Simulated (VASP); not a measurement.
Here is a VASP 6.6.1 calculation.

Contents of POSCAR:

```
BaRe
1.0
    3.7291089672      0.0000000000      0.0000000000
    0.0000000000      3.7291089672      0.0000000000
    0.0000000000      0.0000000000      3.7291089672
Ba Re
1 1
Direct
    0.0000000000      0.0000000000      0.0000000000
    0.5000000000      0.5000000000      0.5000000000
```

INCAR.step1

```
SYSTEM = BaRe
PREC     = Accurate       ! precision mode
ENCUT    = 520            ! plane-wave cutoff, eV
ISMEAR   = 0              ! smearing method
SIGMA    = 0.05           ! smearing width, eV
LREAL    = .False.        ! projectors in reciprocal space
LASPH    = .True.         ! aspherical terms in the spheres
NELM     = 60             ! most SCF steps
NBANDS   = 16             ! bands
GGA      = PE             ! functional
ALGO     = Normal         ! electronic algorithm
EDIFF    = 1E-4           ! SCF threshold, eV
LWAVE    = .True.         ! write WAVECAR
LCHARG   = .False.        ! write CHGCAR
```

Contents of INCAR.step2:

```
SYSTEM = BaRe
PREC     = Accurate       ! precision mode
ENCUT    = 520            ! plane-wave cutoff, eV
EDIFF    = 1E-7           ! SCF threshold, eV
ISMEAR   = 0              ! smearing method
SIGMA    = 0.05           ! smearing width, eV
LREAL    = .False.        ! projectors in reciprocal space
LASPH    = .True.         ! aspherical terms in the spheres
NELM     = 60             ! most SCF steps
ALGO     = Normal         ! electronic algorithm
ISIF     = 2              ! what is computed and relaxed
LWAVE    = .False.        ! write WAVECAR
LCHARG   = .True.         ! write CHGCAR
METAGGA  = R2SCAN         ! meta-GGA
LMIXTAU  = .True.       
LELF     = .True.         ! ELF
LVHAR    = .True.       
NBANDS   = 16             ! bands
ISTART   = 1
```

The input KPOINTS:

```
regular mesh
0
Gamma
  10 10 10
  0 0 0
```

Potentials or basis: VASP PAW PBE potentials, release 64 (Ba_sv, Re).

Run with:

```sh
$ cat potpaw_PBE.64/Ba_sv/POTCAR potpaw_PBE.64/Re/POTCAR > POTCAR
$ cp INCAR.step1 INCAR
$ mpirun -np 1 vasp_std > vasp.out
$ cp INCAR.step2 INCAR
$ mpirun -np 1 vasp_std > vasp.out
```

(1) Estimate the pressure.

(2) Estimate the band gap on the k mesh.

Answers

(1) 0.8 GPa.

(2) zero (an odd number of electrons rules out a gap without spin polarisation).

Caveat: the PAW data sets were made with another functional, which shifts forces and pressure a little; spin-orbit coupling is left out, which moves the levels of the heavy elements.
